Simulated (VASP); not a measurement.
# HfB2 (km) (P6/mmm) in VASP: single point with PBEsol

Aim: the single point of HfB2 (km) with PBEsol.

All numbers are computed with VASP 6.6.1; they aren't measurements. Logs are shortened: lines on timing, memory, paths and dates and some standing lists are left out, and cuts for length are marked.

## (1) The cell of the first run

The structure is hexagonal, space group P6/mmm (No. 191). The conventional cell has a = 3.127 Å, b = 3.127 Å, c = 3.447 Å, α = 90.00°, β = 90.00°, γ = 120.00°. Hf (site symmetry 6/mmm) has 12 B at 2.50 Å and 6 Hf at 3.13 Å within 3.3 Å. B (site symmetry -6m2) has 3 B at 1.81 Å within 2.4 Å.

## (2) Single point, PBEsol

INCAR reads:

```
SYSTEM = HfB2
PREC = Accurate
ENCUT = 500
EDIFF = 1E-6
ISMEAR = 0
SIGMA = 0.1
LREAL = .False.
LASPH = .True.
NELM = 120
ALGO = Normal
ISIF = 2
LWAVE = .False.
LCHARG = .False.
GGA = PS
NBANDS = 15
GGA_COMPAT = .False.
```

KPOINTS reads:

```
Automatic mesh
0
Gamma
  6 6 4
  0 0 0
```

POSCAR reads:

```
HfB2
1.0
    3.1272667380      0.0000000000      0.0000000000
   -1.5636333690      2.7082924395      0.0000000000
    0.0000000000      0.0000000000      3.4471809820
Hf B
1 2
Direct
    0.0000000000      0.0000000000      0.0000000000
    0.3333333333      0.6666666667      0.5000000000
    0.6666666667      0.3333333333      0.5000000000
```

Potentials or basis: VASP PAW PBE potentials, release 64 (Hf_pv, B).

Run with:

```bash
> cat potpaw_PBE.64/Hf_pv/POTCAR potpaw_PBE.64/B/POTCAR > POTCAR
> mpirun -np 1 vasp_std > vasp.out
```

OUTCAR:

```text
SYSTEM = HfB2
   PREC = Accurate
   ENCUT = 500
   EDIFF = 1E-6
   ISMEAR = 0
   LREAL = .False.
   LASPH = .True.
   NELM = 120
   ISIF = 2
   GGA = PS

 ion  position               nearest neighbor table
   1  0.000  0.000  0.000-   2 2.50   3 2.50   2 2.50   3 2.50   2 2.50   2 2.50   3 2.50   3 2.50
                             3 2.50   3 2.50   2 2.50   2 2.50
   2  0.333  0.667  0.500-   3 1.81   3 1.81   3 1.81   1 2.50   1 2.50   1 2.50   1 2.50   1 2.50
                             1 2.50
   3  0.667  0.333  0.500-   2 1.81   2 1.81   2 1.81   1 2.50   1 2.50   1 2.50   1 2.50   1 2.50
                             1 2.50

  LATTYP: Found a hexagonal cell.
 ALAT       =     3.1272667380
 C/A-ratio  =     1.1022983553

  Lattice vectors:

 A1 = (   3.1272667380,   0.0000000000,   0.0000000000)
 A2 = (  -1.5636333690,   2.7082924395,   0.0000000000)
 A3 = (   0.0000000000,   0.0000000000,   3.4471809820)

Analysis of symmetry for initial positions (statically):
=====================================================================
 Subroutine PRICEL returns:
 Original cell was already a primitive cell.

 Routine SETGRP: Setting up the symmetry group for a
 hexagonal supercell.

 Subroutine GETGRP returns: Found 24 space group operations
 (whereof 24 operations were pure point group operations)
 out of a pool of 24 trial point group operations.

The static configuration has the point symmetry D_6h.

Analysis of symmetry for dynamics (positions and initial velocities):
=====================================================================
 Subroutine PRICEL returns:
 Original cell was already a primitive cell.

 Routine SETGRP: Setting up the symmetry group for a
 hexagonal supercell.

 Subroutine GETGRP returns: Found 24 space group operations
 (whereof 24 operations were pure point group operations)
 out of a pool of 24 trial point group operations.

The dynamic configuration has the point symmetry D_6h.

 Subroutine INISYM returns: Found 24 space group operations
 (whereof 24 operations are pure point group operations),
 and found     1 'primitive' translations

----------------------------------------------------------------------------------------

                                     Primitive cell

  volume of cell :      29.1961

  direct lattice vectors                    reciprocal lattice vectors
     3.127266738  0.000000000  0.000000000     0.319768054  0.184618172  0.000000000
    -1.563633369  2.708292440  0.000000000     0.000000000  0.369236344  0.000000000
     0.000000000  0.000000000  3.447180982     0.000000000  0.000000000  0.290092109

  length of vectors
     3.127266738  3.127266738  3.447180982     0.369236344  0.369236344  0.290092109

  position of ions in fractional coordinates (direct lattice)
     0.000000000  0.000000000  0.000000000
     0.333333333  0.666666667  0.500000000
     0.666666667  0.333333333  0.500000000

  ion indices of the primitive-cell ions
   primitive index   ion index
                 1           1
                 2           2
                 3           3

----------------------------------------------------------------------------------------

 KPOINTS: Automatic mesh

Automatic generation of k-mesh.
 Grid dimensions read from file:
 generate k-points for:    6    6    4

 Generating k-lattice:

  Cartesian coordinates                     Fractional coordinates (reciprocal lattice)
     0.053294676  0.030769695  0.000000000     0.166666667  0.000000000  0.000000000
     0.000000000  0.061539391  0.000000000     0.000000000  0.166666667  0.000000000
     0.000000000  0.000000000  0.072523027     0.000000000  0.000000000  0.250000000

  Length of vectors
     0.061539391  0.061539391  0.072523027

  Shift w.r.t. Gamma in fractional coordinates (k-lattice)
     0.000000000  0.000000000  0.000000000

 Subroutine IBZKPT returns following result:
 ===========================================

 Found     21 irreducible k-points:

 Following reciprocal coordinates:
            Coordinates               Weight
  0.000000  0.000000  0.000000      1.000000
  0.166667  0.000000  0.000000      6.000000
  0.333333  0.000000  0.000000      6.000000
  0.500000  0.000000  0.000000      3.000000
  0.166667  0.166667  0.000000      6.000000
  0.333333  0.166667  0.000000     12.000000
[... 13 lines left out ...]
  0.333333  0.166667  0.500000     12.000000
  0.333333  0.333333  0.500000      2.000000
   k-points           NKPTS =     21   k-points in BZ     NKDIM =     21   number of bands    NBANDS=     15
   number of dos      NEDOS =    301   number of ions     NIONS =      3
   total plane-waves  NPLWV =  16128
   dimension x,y,z NGX =    24 NGY =   24 NGZ =   28
   dimension x,y,z NGXF=    48 NGYF=   48 NGZF=   56
   ions per type =               1   2
   NGX,Y,Z   is equivalent  to a cutoff of  12.76, 12.76, 13.50 a.u.
   NGXF,Y,Z  is equivalent  to a cutoff of  25.52, 25.52, 27.01 a.u.
 SYSTEM =  HfB2
   PREC   = accura    normal or accurate (medium, high low for compatibility)
   ISTART =      0    job   : 0-new  1-cont  2-samecut
   ICHARG =      2    charge: 1-file 2-atom 10-const
   ISPIN  =      1    spin polarized calculation?
   LNONCOLLINEAR =      F non collinear calculations
   LSORBIT =      F    spin-orbit coupling
   LASPH  =      T    aspherical Exc in radial PAW
   ENCUT  =  500.0 eV  36.75 Ry    6.06 a.u.   5.70  5.70  6.29*2*pi/ulx,y,z
   NELM   =    120;   NELMIN=  2; NELMDL= -5     # of ELM steps
   EDIFF  = 0.1E-05   stopping-criterion for ELM
   LREAL  =      F    real-space projection
   EDIFFG = 0.1E-04   stopping-criterion for IOM
   NSW    =      0    number of steps for IOM
   IBRION =     -1    ionic relax: 0-MD 1-quasi-New 2-CG
   NFREE  =      0    steps in history (QN), initial steepest desc. (CG)
   ISIF   =      2    stress and relaxation
   ISYM   =      2    0-nonsym 1-usesym 2-fastsym
   POTIM  = 0.5000    time-step for ionic-motion
   TEBEG  =    0.0;   TEEND  =   0.0 temperature during run
   PSTRESS=    0.0 pullay stress
   NELECT =      16.0000    total number of electrons
   NUPDOWN=      -1.0000    fix difference up-down
   EMIN   =  10.00;   EMAX   =-10.00  energy-range for DOS
   EFERMI =   0.00;   METHOD = LEGACY
   ISMEAR =     0;   SIGMA  =   0.10  broadening in eV -4-tet -1-fermi 0-gaus
   EFERMI_NEDOS =   21; number of points for ismear=-14 and -15
   IALGO  =     38    algorithm
   IMIX   =      4    mixing-type and parameters
     AMIX     =   0.40;   BMIX     =  1.00
     AMIX_MAG =   1.60;   BMIX_MAG =  1.00
  volume/ion in A,a.u.               =       9.73        65.67
  Fermi-wavevector in a.u.,A,eV,Ry     =   1.339697  2.531661 24.419580  1.794788
  Thomas-Fermi vector in A             =   2.468069
   LORBIT       =      0    0 simple, 1 ext, 2 COOP (PROOUT), +10 PAW based schemes
   GGA     = PS    functional components
   LHFCALC =     F    Hartree Fock is set to
   AEXX    =    0.0000 exact exchange contribution
   IVDW    =     0    specifies the selected vdW correction
   LEPSILON=     F    determine dielectric tensor
   LRPA    =     F    only Hartree local field effects (RPA)
 non-spin polarized calculation
 Gauss-broadening in eV      SIGMA  =   0.10
  energy-cutoff  :      500.00
  volume of cell :       29.20
 maximum number of plane-waves:       752
 NGX is ok and might be reduce to    24
   NGX = 11   NGY = 11   NGZ = 13

 number of electron      15.9999999 magnetization

 Free energy of the ion-electron system (eV)
  ---------------------------------------------------
  ext. energy  EPLUGINS =         0.00000000
  ---------------------------------------------------
  free energy    TOTEN  =       -27.81950578 eV

  energy without entropy =      -27.81576075  energy(sigma->0) =      -27.81763326

 E-fermi :   7.3593     XC(G=0): -12.7652

 val. band max:        6.9628069227   @ k =   0.3333   0.1667   0.0000
 cond. band min:       7.4070403606   @ k =   0.3333   0.1667   0.0000
 fundamental gap:      0.4442334379
 Fermi energy:         7.3593467353

 k-point     1 :       0.0000    0.0000    0.0000
  band No.  band energies     occupation
      1     -22.8334      2.00000
      2     -22.2906      2.00000
      3     -22.2906      2.00000
      4      -6.1347      2.00000
      5       4.6339      2.00000
      6       4.7267      2.00000
      7       4.7267      2.00000
      8       4.9890      2.00000
      9      11.7640      0.00000
     10      11.7640      0.00000
     11      12.5065      0.00000
     12      12.5065      0.00000
     13      12.7190      0.00000
     14      12.7190      0.00000
     15      12.8002      0.00000

 k-point     2 :       0.1667    0.0000    0.0000
  band No.  band energies     occupation
      1     -22.7984      2.00000
      2     -22.5036      2.00000
      3     -22.3380      2.00000
      4      -5.5394      2.00000
      5       3.3014      2.00000
      6       4.5092      2.00000
      7       4.6843      2.00000
      8       5.1399      2.00000
      9      10.2031      0.00000
     10      11.3812      0.00000
     11      11.4428      0.00000
     12      12.1241      0.00000
     13      13.7972      0.00000
     14      14.7771      0.00000
     15      14.9808      0.00000

 k-point     3 :       0.3333    0.0000    0.0000
  band No.  band energies     occupation
      1     -22.9058      2.00000
      2     -22.7274      2.00000
      3     -22.4314      2.00000
      4      -3.9772      2.00000
      5       0.7966      2.00000
      6       3.8032      2.00000
      7       4.4231      2.00000
      8       5.1853      2.00000
      9      10.5873      0.00000
     10      10.6820      0.00000
     11      10.7289      0.00000
     12      12.3584      0.00000
     13      13.9440      0.00000
     14      16.8926      0.00000
     15      18.2755      0.00000

 k-point     4 :       0.5000    0.0000    0.0000
  band No.  band energies     occupation
      1     -23.0965      2.00000
      2     -22.6916      2.00000
      3     -22.4774      2.00000
      4      -2.1763      2.00000
      5      -1.3219      2.00000
      6       3.5278      2.00000
      7       4.2447      2.00000
      8       4.7391      2.00000
      9       9.8834      0.00000
     10      10.4438      0.00000
     11      13.4172      0.00000
     12      13.4935      0.00000
     13      14.1479      0.00000
     14      15.1985      0.00000
     15      19.0798      0.00000
[... 253 lines left out ...]
 k-point    19 :       0.1667    0.1667    0.5000
  band No.  band energies     occupation
      1     -23.0257      2.00000
      2     -22.7287      2.00000
      3     -22.4191      2.00000
      4      -3.1783      2.00000
      5       1.5946      2.00000
      6       2.0005      2.00000
      7       3.2722      2.00000
      8       5.5065      2.00000
      9      10.7636      0.00000
     10      11.6085      0.00000
     11      11.6940      0.00000
     12      12.3203      0.00000
     13      16.9094      0.00000
     14      17.2236      0.00000
     15      17.5249      0.00000

 k-point    20 :       0.3333    0.1667    0.5000
  band No.  band energies     occupation
      1     -22.9543      2.00000
      2     -22.9488      2.00000
      3     -22.5514      2.00000
      4      -2.5838      2.00000
      5       0.0410      2.00000
      6       2.4767      2.00000
      7       3.3706      2.00000
      8       4.7781      2.00000
      9      12.0446      0.00000
     10      12.8735      0.00000
     11      13.5536      0.00000
     12      14.9385      0.00000
     13      15.3932      0.00000
     14      15.6980      0.00000
     15      16.7937      0.00000

 k-point    21 :       0.3333    0.3333    0.5000
  band No.  band energies     occupation
      1     -22.9305      2.00000
      2     -22.8117      2.00000
      3     -22.8117      2.00000
      4      -1.5035      2.00000
      5      -1.5035      2.00000
      6       2.1965      2.00000
      7       4.5271      2.00000
      8       4.5271      2.00000
      9      12.2744      0.00000
     10      13.1566      0.00000
     11      14.8239      0.00000
     12      14.8239      0.00000
     13      15.2343      0.00000
     14      15.2343      0.00000
     15      17.3328      0.00000

------------------------ aborting loop because EDIFF is reached ----------------------------------------

  FORCE on cell =-STRESS in cart. coord.  units (eV):
  Direction    XX          YY          ZZ          XY          YZ          ZX
  --------------------------------------------------------------------------------------
  -------------------------------------------------------------------------------------
  Total        0.1855366      0.1855366     -0.2912067      0.0000000      0.0000000      0.0000000
  in kB       10.1815904     10.1815904    -15.9803886      0.0000000      0.0000000      0.0000000
  external PRESSURE =       1.4609307 kB  Pullay stress =       0.0000000 kB

 VOLUME and BASIS-vectors are now :
 -----------------------------------------------------------------------------
  energy-cutoff  :      500.00
  volume of cell :       29.20
      direct lattice vectors                 reciprocal lattice vectors
     3.127266738  0.000000000  0.000000000     0.319768054  0.184618172  0.000000000
    -1.563633369  2.708292440  0.000000000     0.000000000  0.369236344  0.000000000
     0.000000000  0.000000000  3.447180982     0.000000000  0.000000000  0.290092109

 POSITION                                       TOTAL-FORCE (eV/Angst)
 -----------------------------------------------------------------------------------
      0.00000      0.00000      0.00000        -0.000000      0.000000     -0.000000
     -0.00000      1.80553      1.72359         0.000000      0.000000     -0.000000
      1.56363      0.90276      1.72359        -0.000000     -0.000000      0.000000
 -----------------------------------------------------------------------------------
    total drift:                               -0.000000      0.000000      0.000000

  FREE ENERGIE OF THE ION-ELECTRON SYSTEM (eV)
  ---------------------------------------------------
  free  energy   TOTEN  =       -27.8195057818 eV

  energy  without entropy=      -27.8157607482  energy(sigma->0) =      -27.81763326
```

It took 17 s on 1 thread of Intel Xeon 8259CL, shared host; peak memory 0.15 GiB.

What came out:

```yaml
Free_energy: -27.8195 eV
Pressure: 0.1 GPa
Band_gap_on_the_k_mesh: zero (band 8 reaches 7.93 eV, above the bottom of band 9 at 7.41 eV)
```

Levels at points of the mesh, in eV from the Fermi level:
```csv
k point,band 5,band 6,band 7,band 8,band 9,band 10,band 11,band 12
"(0.00, 0.00, 0.00)",-2.73,-2.63,-2.63,-2.37,4.40,4.40,5.15,5.15
"(0.50, 0.00, 0.00)",-8.68,-3.83,-3.11,-2.62,2.52,3.08,6.06,6.13
"(0.00, 0.00, 0.50)",-8.11,-0.86,-0.86,0.57,0.57,1.33,1.33,2.68
"(0.50, 0.00, 0.50)",-7.15,-4.73,-4.45,-2.29,4.43,4.62,6.70,7.79
```

Caveat: the k points lie up to 0.46 Å⁻¹ apart; the PAW data sets were made with another functional, which shifts forces and pressure a little; spin-orbit coupling is left out, which moves the levels of the heavy elements.
